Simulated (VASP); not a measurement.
# EuS (Fm-3m) in VASP: notebook

Runs on EuS. Level: r2SCAN+U. Tasks: relaxation of cell and atoms, single point.

All numbers are computed with VASP 6.6.1; they aren't measurements. Logs are shortened: lines on timing, memory, paths and dates and some standing lists are left out, and cuts for length are marked.

## Step 1: The cell of the first run

It takes space group Fm-3m (No. 225, cubic). Conventional cell: a = 5.957 Å, b = 5.957 Å, c = 5.957 Å, α = 90.00°, β = 90.00°, γ = 90.00°. Within 3.9 Å of Eu (site symmetry m-3m) lie 6 S at 2.98 Å. Within 3.9 Å of S (site symmetry m-3m) lie 6 Eu at 2.98 Å.

## Step 2: Relaxation of cell and atoms, r2SCAN+U, collinear spin, ferromagnetic start, target pressure 10 GPa, at which the enthalpy is minimised

POSCAR

```
EuS
1.0
    0.0000000000      2.9785000000      2.9785000000
    2.9785000000      0.0000000000      2.9785000000
    2.9785000000      2.9785000000      0.0000000000
Eu S
1 1
Direct
    0.0000000000      0.0000000000      0.0000000000
    0.5000000000      0.5000000000      0.5000000000
```

INCAR.step1

```
ALGO = Normal ; EDIFF = 1E-5
EDIFFG = -0.005 ; ENCUT = 800
GGA = PE ; GGA_COMPAT = F
IBRION = 2 ; ISIF = 3
ISMEAR = 1 ; ISPIN = 2
LASPH = T ; LCHARG = F
LDAU = T ; LDAUJ = 0 0
LDAUL = 3 -1 ; LDAUTYPE = 2
LDAUU = 3 0 ; LMAXMIX = 6
LREAL = F ; LWAVE = T
MAGMOM = 9.1 0 ; NELM = 200
NELMIN = 4 ; NSW = 100
PREC = Accurate ; SIGMA = 0.1
```

INCAR.step2

```
ALGO = Normal ; EDIFF = 1E-7
EDIFFG = -0.01 ; ENCUT = 800
GGA_COMPAT = F ; IBRION = 2
ISIF = 3 ; ISMEAR = 1
ISPIN = 2 ; ISTART = 1
LASPH = T ; LCHARG = F
LDAU = T ; LDAUJ = 0 0
LDAUL = 3 -1 ; LDAUPRINT = 1
LDAUTYPE = 2 ; LDAUU = 3 0
LMAXMIX = 6 ; LMIXTAU = T
LORBIT = 11 ; LREAL = F
LWAVE = F ; MAGMOM = 9.1 0
METAGGA = R2SCAN ; NELM = 200
NELMIN = 4 ; NSW = 80
PREC = Accurate ; PSTRESS = 100.0
SIGMA = 0.1
```

KPOINTS

```
k-points
0
Gamma
  7 7 7
```

Potentials or basis: VASP PAW PBE potentials, release 64 (Eu, S).

Started as:

```sh
> cat potpaw_PBE.64/Eu/POTCAR potpaw_PBE.64/S/POTCAR > POTCAR
> cp INCAR.step1 INCAR
> mpirun -np 1 vasp_std > vasp.out
> cp INCAR.step2 INCAR
> mpirun -np 1 vasp_std > vasp.out
```

OUTCAR:

```text
EDIFF = 1E-7
   EDIFFG = -0.01
   ENCUT = 800
   IBRION = 2
   ISIF = 3
   ISMEAR = 1
   ISPIN = 2
   ISTART = 1
   LASPH = T
   LORBIT = 11
   LREAL = F
   METAGGA = R2SCAN
   NELM = 200
   NELMIN = 4
   NSW = 80
   PREC = Accurate
   PSTRESS = 100.0

 ion  position               nearest neighbor table
   1  0.000  0.000  0.000-   2 2.98   2 2.98   2 2.98   2 2.98   2 2.98   2 2.98
   2  0.500  0.500  0.500-   1 2.98   1 2.98   1 2.98   1 2.98   1 2.98   1 2.98

  LATTYP: Found a face centered cubic cell.
 ALAT       =     5.9570000000

  Lattice vectors:

 A1 = (   0.0000000000,   2.9785000000,   2.9785000000)
 A2 = (   2.9785000000,   0.0000000000,   2.9785000000)
 A3 = (   2.9785000000,   2.9785000000,   0.0000000000)

Analysis of symmetry for initial positions (statically):
=====================================================================
 Subroutine PRICEL returns:
 Original cell was already a primitive cell.

 Routine SETGRP: Setting up the symmetry group for a
 face centered cubic supercell.

 Subroutine GETGRP returns: Found 48 space group operations
 (whereof 48 operations were pure point group operations)
 out of a pool of 48 trial point group operations.

The static configuration has the point symmetry O_h .

Analysis of symmetry for dynamics (positions and initial velocities):
=====================================================================
 Subroutine PRICEL returns:
 Original cell was already a primitive cell.

 Routine SETGRP: Setting up the symmetry group for a
 face centered cubic supercell.

 Subroutine GETGRP returns: Found 48 space group operations
 (whereof 48 operations were pure point group operations)
 out of a pool of 48 trial point group operations.

The dynamic configuration has the point symmetry O_h .

Analysis of structural, dynamic, and magnetic symmetry:
=====================================================================
 Subroutine PRICEL returns:
 Original cell was already a primitive cell.

 Routine SETGRP: Setting up the symmetry group for a
 face centered cubic supercell.

 Subroutine GETGRP returns: Found 48 space group operations
 (whereof 48 operations were pure point group operations)
 out of a pool of 48 trial point group operations.

The overall configuration has the point symmetry O_h .

 Subroutine INISYM returns: Found 48 space group operations
 (whereof 48 operations are pure point group operations),
 and found     1 'primitive' translations

----------------------------------------------------------------------------------------

                                     Primitive cell

  volume of cell :      52.8473

  direct lattice vectors                    reciprocal lattice vectors
     0.000000000  2.978500000  2.978500000    -0.167869733  0.167869733  0.167869733
     2.978500000  0.000000000  2.978500000     0.167869733 -0.167869733  0.167869733
     2.978500000  2.978500000  0.000000000     0.167869733  0.167869733 -0.167869733

  length of vectors
     4.212235096  4.212235096  4.212235096     0.290758907  0.290758907  0.290758907

  position of ions in fractional coordinates (direct lattice)
     0.000000000  0.000000000  0.000000000
     0.500000000  0.500000000  0.500000000

  ion indices of the primitive-cell ions
   primitive index   ion index
                 1           1
                 2           2

----------------------------------------------------------------------------------------

[... 72 lines left out ...]
   POTIM  = 0.5000    time-step for ionic-motion
   TEBEG  =    0.0;   TEEND  =   0.0 temperature during run
   PSTRESS=  100.0 pullay stress
   NELECT =      23.0000    total number of electrons
   NUPDOWN=      -1.0000    fix difference up-down
   EMIN   =  10.00;   EMAX   =-10.00  energy-range for DOS
   EFERMI =   0.00;   METHOD = LEGACY
   ISMEAR =     1;   SIGMA  =   0.10  broadening in eV -4-tet -1-fermi 0-gaus
   EFERMI_NEDOS =   21; number of points for ismear=-14 and -15
   IALGO  =     38    algorithm
   IMIX   =      4    mixing-type and parameters
     AMIX     =   0.40;   BMIX     =  1.00
     AMIX_MAG =   1.60;   BMIX_MAG =  1.00
  volume/ion in A,a.u.               =      26.42       178.32
  Fermi-wavevector in a.u.,A,eV,Ry     =   1.240633  2.344456 20.941667  1.539169
  Thomas-Fermi vector in A             =   2.375065
   LORBIT       =     11    0 simple, 1 ext, 2 COOP (PROOUT), +10 PAW based schemes
 LDA+U is selected, type is set to LDAUTYPE =  2
   angular momentum for each species LDAUL =     3   -1
   U (eV)           for each species LDAUU =   3.0  0.0
   J (eV)           for each species LDAUJ =   0.0  0.0
   METAGGA = R2SCAN    functional components
   LHFCALC =     F    Hartree Fock is set to
   AEXX    =    0.0000 exact exchange contribution
   IVDW    =     0    specifies the selected vdW correction
   LEPSILON=     F    determine dielectric tensor
   LRPA    =     F    only Hartree local field effects (RPA)
 conjugate gradient relaxation of ions
 spin polarized calculation
 Methfessel and Paxton  Order N= 1 SIGMA  =   0.10
  energy-cutoff  :      800.00
  volume of cell :       52.85
 maximum number of plane-waves:      2738
   NGX = 19   NGY = 19   NGZ = 19

--------------------------------------- Ionic step        1  -------------------------------------------

 number of electron      23.0000002 magnetization       7.0000002

 Free energy of the ion-electron system (eV)
  ---------------------------------------------------
  ext. energy  EPLUGINS =         0.00000000
  ---------------------------------------------------
  free energy    TOTEN  =       -52.22382594 eV

  energy without entropy =      -52.22499901  energy(sigma->0) =      -52.22421696

------------------------ aborting loop because EDIFF is reached ----------------------------------------

  FORCE on cell =-STRESS in cart. coord.  units (eV):
  Direction    XX          YY          ZZ          XY          YZ          ZX
  --------------------------------------------------------------------------------------
  -------------------------------------------------------------------------------------
  Total       -0.1518329     -0.1518329     -0.1518329      0.0000000      0.0000000      0.0000000
  in kB       -4.6031343     -4.6031343     -4.6031343      0.0000000      0.0000000      0.0000000
  external PRESSURE =    -104.6031343 kB  Pullay stress =     100.0000000 kB
[... 175 lines left out ...]
  energy  without entropy=      -52.0424881662  energy(sigma->0) =      -52.04195715

  enthalpy is  TOTEN    =       -49.2025677020 eV   P V=        2.8391239449

atom =   1  type =  1  l = 3

 onsite density matrix

spin component  1

  0.0033 -0.0000  0.0016 -0.0000 -0.0000 -0.0000  0.0000
 -0.0000  0.0000  0.0000  0.0000 -0.0000 -0.0000  0.0000
  0.0016  0.0000  0.0024 -0.0000  0.0000  0.0000  0.0000
 -0.0000  0.0000 -0.0000  0.0045 -0.0000  0.0000  0.0000
 -0.0000 -0.0000  0.0000 -0.0000  0.0024 -0.0000 -0.0016
 -0.0000 -0.0000  0.0000  0.0000 -0.0000  0.0012 -0.0000
  0.0000  0.0000  0.0000  0.0000 -0.0016 -0.0000  0.0033

spin component  2

  0.9580 -0.0000 -0.0064 -0.0000 -0.0000  0.0000  0.0000
 -0.0000  0.9643  0.0000  0.0000 -0.0000  0.0000  0.0000
 -0.0064  0.0000  0.9613 -0.0000  0.0000  0.0000 -0.0000
 -0.0000  0.0000 -0.0000  0.9531 -0.0000 -0.0000  0.0000
 -0.0000 -0.0000  0.0000 -0.0000  0.9613  0.0000  0.0064
  0.0000  0.0000  0.0000 -0.0000  0.0000  0.9662  0.0000
  0.0000  0.0000 -0.0000  0.0000  0.0064  0.0000  0.9580

 occupancies and eigenvectors

  o =  0.0000  v =  0.0000  1.0000 -0.0000 -0.0000 -0.0000  0.0000 -0.0000  0.0000  0.0000  0.0000  0.0000  0.0000  0.0000  0.0000      0.0000  0.0000  0.0000  0.0000  0.0000  0.0000  0.0000  0.0000  0.0000  0.0000  0.0000  0.0000  0.0000  0.0000
  o =  0.0012  v = -0.0656 -0.0000  0.0846  0.0000 -0.7860 -0.0003 -0.6089  0.0000  0.0000  0.0000  0.0000  0.0000  0.0000  0.0000      0.0000  0.0000  0.0000  0.0000  0.0000  0.0000  0.0000  0.0000  0.0000  0.0000  0.0000  0.0000  0.0000  0.0000
  o =  0.0012  v =  0.6089 -0.0000 -0.7860 -0.0000 -0.0846  0.0006 -0.0656  0.0000  0.0000  0.0000  0.0000  0.0000  0.0000  0.0000      0.0000  0.0000  0.0000  0.0000  0.0000  0.0000  0.0000  0.0000  0.0000  0.0000  0.0000  0.0000  0.0000  0.0000
  o =  0.0012  v = -0.0004 -0.0000  0.0005 -0.0000 -0.0002  1.0000 -0.0002  0.0000  0.0000  0.0000  0.0000  0.0000  0.0000  0.0000      0.0000  0.0000  0.0000  0.0000  0.0000  0.0000  0.0000  0.0000  0.0000  0.0000  0.0000  0.0000  0.0000  0.0000
  o =  0.0045  v = -0.0015 -0.0000 -0.0011 -1.0000 -0.0013 -0.0000  0.0016  0.0000  0.0000  0.0000  0.0000  0.0000  0.0000  0.0000      0.0000  0.0000  0.0000  0.0000  0.0000  0.0000  0.0000  0.0000  0.0000  0.0000  0.0000  0.0000  0.0000  0.0000
  o =  0.0045  v =  0.0085 -0.0000  0.0066 -0.0021  0.6123  0.0000 -0.7905  0.0000  0.0000  0.0000  0.0000  0.0000  0.0000  0.0000      0.0000  0.0000  0.0000  0.0000  0.0000  0.0000  0.0000  0.0000  0.0000  0.0000  0.0000  0.0000  0.0000  0.0000
  o =  0.0045  v =  0.7905 -0.0000  0.6123 -0.0018 -0.0066  0.0000  0.0085  0.0000  0.0000  0.0000  0.0000  0.0000  0.0000  0.0000      0.0000  0.0000  0.0000  0.0000  0.0000  0.0000  0.0000  0.0000  0.0000  0.0000  0.0000  0.0000  0.0000  0.0000
  o =  0.9531  v =  0.0000  0.0000  0.0000  0.0000  0.0000  0.0000  0.0000  0.0024  0.0000  0.0019  0.9801  0.1215  0.0000 -0.1568      0.0000  0.0000  0.0000  0.0000  0.0000  0.0000  0.0000  0.0000  0.0000  0.0000  0.0000  0.0000  0.0000  0.0000
  o =  0.9531  v =  0.0000  0.0000  0.0000  0.0000  0.0000  0.0000  0.0000 -0.0014  0.0000 -0.0011  0.1983 -0.6002  0.0000  0.7749      0.0000  0.0000  0.0000  0.0000  0.0000  0.0000  0.0000  0.0000  0.0000  0.0000  0.0000  0.0000  0.0000  0.0000
  o =  0.9531  v =  0.0000  0.0000  0.0000  0.0000  0.0000  0.0000  0.0000  0.7906 -0.0000  0.6124 -0.0027 -0.0014 -0.0000  0.0018      0.0000  0.0000  0.0000  0.0000  0.0000  0.0000  0.0000  0.0000  0.0000  0.0000  0.0000  0.0000  0.0000  0.0000
  o =  0.9643  v =  0.0000  0.0000  0.0000  0.0000  0.0000  0.0000  0.0000 -0.0000 -1.0000  0.0000  0.0000  0.0000 -0.0000  0.0000      0.0000  0.0000  0.0000  0.0000  0.0000  0.0000  0.0000  0.0000  0.0000  0.0000  0.0000  0.0000  0.0000  0.0000
  o =  0.9662  v =  0.0000  0.0000  0.0000  0.0000  0.0000  0.0000  0.0000  0.0003  0.0000 -0.0003  0.0000  0.0241 -0.9995  0.0186      0.0000  0.0000  0.0000  0.0000  0.0000  0.0000  0.0000  0.0000  0.0000  0.0000  0.0000  0.0000  0.0000  0.0000
  o =  0.9662  v =  0.0000  0.0000  0.0000  0.0000  0.0000  0.0000  0.0000 -0.0026 -0.0000  0.0034 -0.0000 -0.7902 -0.0304 -0.6121      0.0000  0.0000  0.0000  0.0000  0.0000  0.0000  0.0000  0.0000  0.0000  0.0000  0.0000  0.0000  0.0000  0.0000
  o =  0.9662  v =  0.0000  0.0000  0.0000  0.0000  0.0000  0.0000  0.0000  0.6124 -0.0000 -0.7906 -0.0000 -0.0034  0.0003 -0.0026      0.0000  0.0000  0.0000  0.0000  0.0000  0.0000  0.0000  0.0000  0.0000  0.0000  0.0000  0.0000  0.0000  0.0000

--------------------------------------- Ionic step        6  -------------------------------------------

 number of electron      23.0000001 magnetization      -7.0003989

 Free energy of the ion-electron system (eV)
  ---------------------------------------------------
  ext. energy  EPLUGINS =         0.00000000
  ---------------------------------------------------
  free energy    TOTEN  =       -52.03408328 eV

  energy without entropy =      -52.03485449  energy(sigma->0) =      -52.03434035

 E-fermi :   4.8605     XC(G=0): -10.8565

 val. band max:        4.8453217813   @ k =   0.1429   0.1429   0.0000
 cond. band min:       4.9509945863   @ k =   0.4286   0.4286   0.0000
 fundamental gap:      0.1056728050
 Fermi energy:         4.8604983876

 spin component 1

 k-point     1 :       0.0000    0.0000    0.0000
  band No.  band energies     occupation
      1     -33.3801      1.00000
      2     -12.6130      1.00000
      3     -12.6130      1.00000
      4     -12.6130      1.00000
      5      -9.3187      1.00000
      6       2.4214      1.00000
[... 436 lines left out ...]
      6       0.6834      1.00000
[... 12 lines left out ...]
     19      13.6880      0.00000
     20      13.7690      0.00000
 Fermi energy:         4.8604983876

 spin component 2

 k-point     1 :       0.0000    0.0000    0.0000
  band No.  band energies     occupation
      1     -37.0302      1.00000
      2     -15.1927      1.00000
      3     -15.1927      1.00000
      4     -15.1927      1.00000
      5      -9.3556      1.00000
      6       2.0136      1.00000
[... 482 lines left out ...]
  energy  without entropy=      -52.0348544875  energy(sigma->0) =      -52.03434035

  enthalpy is  TOTEN    =       -49.2026563254 eV   P V=        2.8314269574

 reached required accuracy - stopping structural energy minimisation

 total charge

# of ion       s       p       d       f       tot
--------------------------------------------------
    1        2.043   5.836   0.342   6.731  14.952
    2        1.311   2.530   0.000   0.000   3.841
--------------------------------------------------
tot          3.355   8.366   0.342   6.731  18.793

 magnetization (x)

# of ion       s       p       d       f       tot
--------------------------------------------------
    1        0.025   0.188  -0.085  -6.698  -6.570
    2        0.011   0.079   0.000   0.000   0.091
--------------------------------------------------
tot          0.037   0.268  -0.085  -6.698  -6.479
```

Run time: 40 min. Hardware: 1 thread of Intel Xeon 6975P-C (Granite Rapids), shared host; peak memory 0.43 GiB.

What came out:

```yaml
Free_energy: -52.0341 eV
Relaxed_volume: 22.68 Å³/atom
Relaxed_cell: a = 4.003 Å, b = 4.003 Å, c = 4.003 Å, α = 60.00°, β = 60.00°, γ = 60.00°
Space_group_after_relaxing_to_0.1_Å: Fm-3m (No. 225)
Energy_change_on_relaxing_the_run_minimises_the_enthalpy: +94.9 meV/atom
Ionic_steps: 6
Pressure_after_relaxing: 10.0 GPa
Band_gap_on_the_k_mesh: zero (filled and empty bands overlap)
Net_moment: -7.00 μB per cell
Site_moments: Eu -6.57; S +0.09 μB
Valence_electrons_inside_the_program's_atomic_spheres: Eu 14.95; S 3.84
```

The path:
```tsv
step	energy change (eV)	largest force (eV/Å)	pressure (GPa)	volume (Å³)
1	0.0000	0.0000	-0.46	52.85
2	0.6342	0.0000	21.80	40.72
3	0.1886	0.0000	9.90	45.38
4	0.1975	0.0000	10.29	45.24
5	0.1821	0.0000	9.76	45.49
6	0.1897	0.0000	10.02	45.36
```

Final structure:
```
CELL_PARAMETERS angstrom
0.00000 2.83071 2.83071
2.83071 0.00000 2.83071
2.83071 2.83071 0.00000
ATOMIC_POSITIONS crystal
Eu 0.00000 0.00000 0.00000
S 0.50000 0.50000 0.50000
```

Levels at points of the mesh, in eV from the Fermi level:
Spin up:
```
           k point  band 6  band 7  band 8  band 9  band 10  band 11
(0.00, 0.00, 0.00)   -2.44   -2.44   -2.44    2.42     2.42     2.42
```
Spin down:
```tsv
k point	band 12	band 13	band 14	band 15	band 16	band 17	band 18	band 19
(0.00, 0.00, 0.00)	-0.43	0.17	0.17	0.17	1.58	1.58	1.58	2.64
```

Eigenvalues of the final occupation matrices:
```tsv
site	spin	trace	eigenvalues
site 1 f	1	0.02	0.00 0.00 0.00 0.00 0.00 0.00 0.00
site 1 f	2	6.72	0.95 0.95 0.95 0.96 0.97 0.97 0.97
```

Caveat: the cell is relaxed towards a set pressure, so the run minimises the enthalpy, not the energy; the PAW data sets were made with another functional, which shifts forces and pressure a little; spin-orbit coupling is left out, which moves the levels of the heavy elements; a cell with one magnetic atom can't hold antiferromagnetic order, which such compounds often take.

(Part 1 of 2 ends here.)

The gap in the log of VASP goes by the Fermi energy; the results here count the filled bands.